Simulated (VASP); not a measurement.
# KF (Fm-3m) in VASP: single point with r2SCAN

Aim: the single point of KF with r2SCAN.

Everything below comes from runs of VASP 6.6.1. Logs are shortened: lines on timing, memory, paths and dates and some standing lists are left out, and cuts for length are marked.

**1. The cell of the first run**

The structure is cubic, space group Fm-3m (No. 225). Conventional cell: a = 5.277 Å, b = 5.277 Å, c = 5.277 Å, α = 90.00°, β = 90.00°, γ = 90.00°. K (site symmetry m-3m) has 6 F at 2.64 Å within 3.5 Å. F (site symmetry m-3m) has 6 K at 2.64 Å within 3.5 Å.

**2. Single point, r2SCAN**

Input file POSCAR:

```
KF
1.0
    0.0000000000      2.6382641300      2.6382641300
    2.6382641300      0.0000000000      2.6382641300
    2.6382641300      2.6382641300      0.0000000000
K F
1 1
Direct
    0.0000000000      0.0000000000      0.0000000000
    0.5000000000      0.5000000000      0.5000000000
```

Input file INCAR.step1:

```
SYSTEM = KF
ALGO = Normal ; EDIFF = 1E-4
ENCUT = 520 ; GGA = PE
ISMEAR = -1 ; LASPH = .TRUE.
LCHARG = .FALSE. ; LREAL = .FALSE.
LWAVE = .TRUE. ; NBANDS = 15
NELM = 60 ; PREC = Accurate
SIGMA = 0.1
```

Input file INCAR.step2:

```
SYSTEM = KF
ALGO = Normal ; EDIFF = 1E-6
ENCUT = 520 ; ISIF = 2
ISMEAR = -1 ; ISTART = 1
LASPH = .TRUE. ; LCHARG = .TRUE.
LELF = .TRUE. ; LMIXTAU = .TRUE.
LREAL = .FALSE. ; LVHAR = .TRUE.
LWAVE = .FALSE. ; METAGGA = R2SCAN
NBANDS = 15 ; NELM = 60
PREC = Accurate ; SIGMA = 0.1
```

Input file KPOINTS:

```
k-points
0
G
  8 8 8
  0 0 0
```

Potentials or basis: VASP PAW PBE potentials, release 64 (K_sv, F).

Launch:

```bash
$ cat potpaw_PBE.64/K_sv/POTCAR potpaw_PBE.64/F/POTCAR > POTCAR
$ cp INCAR.step1 INCAR
$ mpirun -np 1 vasp_std > vasp.out
$ cp INCAR.step2 INCAR
$ mpirun -np 1 vasp_std > vasp.out
```

OUTCAR:

```text
SYSTEM = KF
   EDIFF = 1E-6
   ENCUT = 520
   ISIF = 2
   ISMEAR = -1
   ISTART = 1
   LASPH = .TRUE.
   LREAL = .FALSE.
   METAGGA = R2SCAN
   NELM = 60
   PREC = Accurate

 ion  position               nearest neighbor table
   1  0.000  0.000  0.000-   2 2.64   2 2.64   2 2.64   2 2.64   2 2.64   2 2.64
   2  0.500  0.500  0.500-   1 2.64   1 2.64   1 2.64   1 2.64   1 2.64   1 2.64

  LATTYP: Found a face centered cubic cell.
 ALAT       =     5.2765282600

  Lattice vectors:

 A1 = (   0.0000000000,   2.6382641300,   2.6382641300)
 A2 = (   2.6382641300,   0.0000000000,   2.6382641300)
 A3 = (   2.6382641300,   2.6382641300,   0.0000000000)

Analysis of symmetry for initial positions (statically):
=====================================================================
 Subroutine PRICEL returns:
 Original cell was already a primitive cell.

 Routine SETGRP: Setting up the symmetry group for a
 face centered cubic supercell.

 Subroutine GETGRP returns: Found 48 space group operations
 (whereof 48 operations were pure point group operations)
 out of a pool of 48 trial point group operations.

The static configuration has the point symmetry O_h .

Analysis of symmetry for dynamics (positions and initial velocities):
=====================================================================
 Subroutine PRICEL returns:
 Original cell was already a primitive cell.

 Routine SETGRP: Setting up the symmetry group for a
 face centered cubic supercell.

 Subroutine GETGRP returns: Found 48 space group operations
 (whereof 48 operations were pure point group operations)
 out of a pool of 48 trial point group operations.

The dynamic configuration has the point symmetry O_h .

 Subroutine INISYM returns: Found 48 space group operations
 (whereof 48 operations are pure point group operations),
 and found     1 'primitive' translations

----------------------------------------------------------------------------------------

                                     Primitive cell

  volume of cell :      36.7269

  direct lattice vectors                    reciprocal lattice vectors
     0.000000000  2.638264130  2.638264130    -0.189518553  0.189518553  0.189518553
     2.638264130  0.000000000  2.638264130     0.189518553 -0.189518553  0.189518553
     2.638264130  2.638264130  0.000000000     0.189518553  0.189518553 -0.189518553

  length of vectors
     3.731068914  3.731068914  3.731068914     0.328255763  0.328255763  0.328255763

  position of ions in fractional coordinates (direct lattice)
     0.000000000  0.000000000  0.000000000
     0.500000000  0.500000000  0.500000000

  ion indices of the primitive-cell ions
   primitive index   ion index
                 1           1
                 2           2

----------------------------------------------------------------------------------------

 KPOINTS: k-points

Automatic generation of k-mesh.
 Grid dimensions read from file:
 generate k-points for:    8    8    8

 Generating k-lattice:

  Cartesian coordinates                     Fractional coordinates (reciprocal lattice)
    -0.023689819  0.023689819  0.023689819     0.125000000  0.000000000  0.000000000
     0.023689819 -0.023689819  0.023689819     0.000000000  0.125000000  0.000000000
     0.023689819  0.023689819 -0.023689819     0.000000000  0.000000000  0.125000000

  Length of vectors
     0.041031970  0.041031970  0.041031970

  Shift w.r.t. Gamma in fractional coordinates (k-lattice)
     0.000000000  0.000000000  0.000000000

 Subroutine IBZKPT returns following result:
 ===========================================

 Found     29 irreducible k-points:

 Following reciprocal coordinates:
            Coordinates               Weight
  0.000000  0.000000  0.000000      1.000000
  0.125000  0.000000  0.000000      8.000000
  0.250000  0.000000  0.000000      8.000000
  0.375000  0.000000  0.000000      8.000000
  0.500000  0.000000  0.000000      4.000000
  0.125000  0.125000  0.000000      6.000000
[... 16 lines left out ...]
  0.500000  0.250000  0.125000     48.000000
 -0.375000  0.250000  0.125000     24.000000
 [... further k-points ...]
   k-points           NKPTS =     29   k-points in BZ     NKDIM =     29   number of bands    NBANDS=     15
   number of dos      NEDOS =    301   number of ions     NIONS =      2
   total plane-waves  NPLWV =  21952
   dimension x,y,z NGX =    28 NGY =   28 NGZ =   28
   dimension x,y,z NGXF=    56 NGYF=   56 NGZF=   56
   ions per type =               1   1
   NGX,Y,Z   is equivalent  to a cutoff of  12.48, 12.48, 12.48 a.u.
   NGXF,Y,Z  is equivalent  to a cutoff of  24.95, 24.95, 24.95 a.u.
 SYSTEM =  KF
   PREC   = accura    normal or accurate (medium, high low for compatibility)
   ISTART =      1    job   : 0-new  1-cont  2-samecut
   ICHARG =      0    charge: 1-file 2-atom 10-const
   ISPIN  =      1    spin polarized calculation?
   LNONCOLLINEAR =      F non collinear calculations
   LSORBIT =      F    spin-orbit coupling
   LASPH  =      T    aspherical Exc in radial PAW
   ENCUT  =  520.0 eV  38.22 Ry    6.18 a.u.   6.94  6.94  6.94*2*pi/ulx,y,z
   NELM   =     60;   NELMIN=  2; NELMDL=  0     # of ELM steps
   EDIFF  = 0.1E-05   stopping-criterion for ELM
   LREAL  =      F    real-space projection
   EDIFFG = 0.1E-04   stopping-criterion for IOM
   NSW    =      0    number of steps for IOM
   IBRION =     -1    ionic relax: 0-MD 1-quasi-New 2-CG
   NFREE  =      0    steps in history (QN), initial steepest desc. (CG)
   ISIF   =      2    stress and relaxation
   ISYM   =      2    0-nonsym 1-usesym 2-fastsym
   POTIM  = 0.5000    time-step for ionic-motion
   TEBEG  =    0.0;   TEEND  =   0.0 temperature during run
   PSTRESS=    0.0 pullay stress
   NELECT =      16.0000    total number of electrons
   NUPDOWN=      -1.0000    fix difference up-down
   EMIN   =  10.00;   EMAX   =-10.00  energy-range for DOS
   EFERMI =   0.00;   METHOD = LEGACY
   ISMEAR =    -1;   SIGMA  =   0.10  broadening in eV -4-tet -1-fermi 0-gaus
   EFERMI_NEDOS =   21; number of points for ismear=-14 and -15
   IALGO  =     38    algorithm
   IMIX   =      4    mixing-type and parameters
     AMIX     =   0.40;   BMIX     =  1.00
     AMIX_MAG =   1.60;   BMIX_MAG =  1.00
  volume/ion in A,a.u.               =      18.36       123.92
  Fermi-wavevector in a.u.,A,eV,Ry     =   1.241042  2.345230 20.955500  1.540186
  Thomas-Fermi vector in A             =   2.375457
   LORBIT       =      0    0 simple, 1 ext, 2 COOP (PROOUT), +10 PAW based schemes
   METAGGA = R2SCAN    functional components
   LHFCALC =     F    Hartree Fock is set to
   AEXX    =    0.0000 exact exchange contribution
   IVDW    =     0    specifies the selected vdW correction
   LEPSILON=     F    determine dielectric tensor
   LRPA    =     F    only Hartree local field effects (RPA)
 non-spin polarized calculation
  energy-cutoff  :      520.00
  volume of cell :       36.73
 maximum number of plane-waves:       999
   NGX = 13   NGY = 13   NGZ = 13

 number of electron      16.0000016 magnetization

 Free energy of the ion-electron system (eV)
  ---------------------------------------------------
  ext. energy  EPLUGINS =         0.00000000
  ---------------------------------------------------
  free energy    TOTEN  =       -14.96950853 eV

  energy without entropy =      -14.96950853  energy(sigma->0) =      -14.96950853

 E-fermi :  -0.8714     XC(G=0):  -9.0909

 val. band max:       -3.2487293459   @ k =   0.0000   0.0000   0.0000
 cond. band min:       3.7883129560   @ k =   0.0000   0.0000   0.0000
 fundamental gap:      7.0370423020
 Fermi energy:        -0.8714393451

 k-point     1 :       0.0000    0.0000    0.0000
  band No.  band energies     occupation
      1     -30.2677      2.00000
      2     -23.0576      2.00000
      3     -12.7236      2.00000
      4     -12.7236      2.00000
      5     -12.7236      2.00000
      6      -3.2487      2.00000
      7      -3.2487      2.00000
      8      -3.2487      2.00000
      9       3.7883      0.00000
     10       8.3068      0.00000
     11       8.3068      0.00000
     12       8.3068      0.00000
     13      10.2219      0.00000
     14      10.2219      0.00000
     15      14.2016      0.00000

 k-point     2 :       0.1250    0.0000    0.0000
  band No.  band energies     occupation
      1     -30.2512      2.00000
      2     -23.0731      2.00000
      3     -12.7676      2.00000
      4     -12.7291      2.00000
      5     -12.7291      2.00000
      6      -3.3889      2.00000
      7      -3.3046      2.00000
      8      -3.3046      2.00000
      9       4.2351      0.00000
     10       8.0057      0.00000
     11       8.5321      0.00000
     12       8.5321      0.00000
     13      10.3796      0.00000
     14      10.3796      0.00000
     15      15.0507      0.00000

 k-point     3 :       0.2500    0.0000    0.0000
  band No.  band energies     occupation
      1     -30.2112      2.00000
      2     -23.1109      2.00000
      3     -12.8729      2.00000
      4     -12.7423      2.00000
      5     -12.7423      2.00000
      6      -3.6899      2.00000
      7      -3.4365      2.00000
      8      -3.4365      2.00000
      9       5.3389      0.00000
     10       7.6162      0.00000
     11       9.0972      0.00000
     12       9.0972      0.00000
     13      10.8599      0.00000
     14      10.8599      0.00000
     15      16.4035      0.00000
[... 343 lines left out ...]
 k-point    23 :       0.5000    0.2500    0.1250
  band No.  band energies     occupation
      1     -30.1532      2.00000
      2     -23.1344      2.00000
      3     -13.0259      2.00000
      4     -12.9442      2.00000
      5     -12.7924      2.00000
      6      -3.8175      2.00000
      7      -3.5606      2.00000
      8      -3.4026      2.00000
      9       6.7772      0.00000
     10       7.2098      0.00000
     11       9.5867      0.00000
     12      10.3608      0.00000
     13      11.4513      0.00000
     14      12.4489      0.00000
     15      14.5115      0.00000

 k-point    24 :      -0.3750    0.2500    0.1250
  band No.  band energies     occupation
      1     -30.1403      2.00000
      2     -23.1412      2.00000
      3     -13.0750      2.00000
      4     -12.9625      2.00000
      5     -12.8004      2.00000
      6      -3.8241      2.00000
      7      -3.5350      2.00000
      8      -3.5044      2.00000
      9       6.9095      0.00000
     10       7.6486      0.00000
     11       9.5639      0.00000
     12      10.5493      0.00000
     13      11.9492      0.00000
     14      13.0270      0.00000
     15      13.5398      0.00000

 [... further k-points ...]

------------------------ aborting loop because EDIFF is reached ----------------------------------------

  FORCE on cell =-STRESS in cart. coord.  units (eV):
  Direction    XX          YY          ZZ          XY          YZ          ZX
  --------------------------------------------------------------------------------------
  -------------------------------------------------------------------------------------
  Total        0.1977115      0.1977115      0.1977115      0.0000000     -0.0000000      0.0000000
  in kB        8.6249708      8.6249708      8.6249708      0.0000000     -0.0000000      0.0000000
  external PRESSURE =       8.6249708 kB  Pullay stress =       0.0000000 kB

 VOLUME and BASIS-vectors are now :
 -----------------------------------------------------------------------------
  energy-cutoff  :      520.00
  volume of cell :       36.73
      direct lattice vectors                 reciprocal lattice vectors
     0.000000000  2.638264130  2.638264130    -0.189518553  0.189518553  0.189518553
     2.638264130  0.000000000  2.638264130     0.189518553 -0.189518553  0.189518553
     2.638264130  2.638264130  0.000000000     0.189518553  0.189518553 -0.189518553

 POSITION                                       TOTAL-FORCE (eV/Angst)
 -----------------------------------------------------------------------------------
      0.00000      0.00000      0.00000         0.000000     -0.000000      0.000000
      2.63826      2.63826      2.63826        -0.000000      0.000000     -0.000000
 -----------------------------------------------------------------------------------
    total drift:                                0.000000      0.000000      0.000000

  FREE ENERGIE OF THE ION-ELECTRON SYSTEM (eV)
  ---------------------------------------------------
  free  energy   TOTEN  =       -14.9695085318 eV

  energy  without entropy=      -14.9695085317  energy(sigma->0) =      -14.96950853
```

Wall time 2.3 min (1 thread of Intel Xeon 8259CL, shared host); peak memory 0.14 GiB.

What came out:

| Quantity | Value |
| --- | --- |
| Free energy | -14.9695 eV |
| Pressure | 0.9 GPa |
| Band gap on the k mesh | 7.04 eV, direct |

Levels at points of the mesh, in eV from the valence-band top:
```csv
k point,band 4,band 5,band 6,band 7,band 8,band 9,band 10,band 11,band 12,band 13
"(0.00, 0.00, 0.00)",-9.47,-9.47,0.00,0.00,0.00,7.04,11.56,11.56,11.56,13.47
"(0.50, 0.00, 0.00)",-9.51,-9.51,-0.81,-0.37,-0.37,9.84,11.54,13.11,13.11,15.54
"(0.50, 0.50, 0.00)",-9.71,-9.71,-0.18,-0.04,-0.04,8.79,11.44,12.74,14.83,15.36
```

Caveat: the PAW data sets were made with another functional, which shifts forces and pressure a little.
